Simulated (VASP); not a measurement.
A run of VASP 6.6.1 is set up as follows.

File POSCAR:

```
MgS
1.0
   -0.1305099322      2.8136019827      2.8136019827
    2.8136019827     -0.1305099322      2.8136019827
    2.8136019827      2.8136019827     -0.1305099322
Mg S
1 1
Direct
   -0.0041468711     -0.0041468711     -0.0041468711
    0.2541468711      0.2541468711      0.2541468711
```

File INCAR.step1:

```
ALGO = Normal
EDIFF = 1E-4
ENCUT = 520
GGA = PE
ISMEAR = 0
LASPH = T
LCHARG = F
LREAL = F
LWAVE = T
NBANDS = 11
NELM = 80
PREC = Accurate
SIGMA = 0.01
```

The input INCAR.step2:

```
ALGO = Normal
EDIFF = 1E-6
ENCUT = 520
ISIF = 2
ISMEAR = 0
ISTART = 1
LASPH = T
LCHARG = F
LMIXTAU = T
LREAL = F
LWAVE = F
METAGGA = R2SCAN
NBANDS = 11
NELM = 80
PREC = Accurate
SIGMA = 0.01
```

The input KPOINTS:

```
k-points
0
Gamma
  8 8 8
```

Potentials or basis: VASP PAW PBE potentials, release 64 (Mg, S).

The run is started by

```console
$ cat potpaw_PBE.64/Mg/POTCAR potpaw_PBE.64/S/POTCAR > POTCAR
$ cp INCAR.step1 INCAR
$ mpirun -np 1 vasp_std > vasp.out
$ cp INCAR.step2 INCAR
$ mpirun -np 1 vasp_std > vasp.out
```

**Question.** Predict the largest force.

**Answer.** 0.004 eV/Å.

**Question.** Predict the band gap on the k mesh.

**Answer.** 3.57 eV, direct.

**Question.** Predict the pressure.

**Answer.** -3.0 GPa.

Forces on the atoms (eV/Å):
```
Mg   0.003  0.003  0.003
S   -0.003 -0.003 -0.003
```

Caveat: the cell differs from its parent crystal (epitaxial 111 strain +4.0%); the PAW data sets were made with another functional, which shifts forces and pressure a little. A k mesh can miss the band edges.
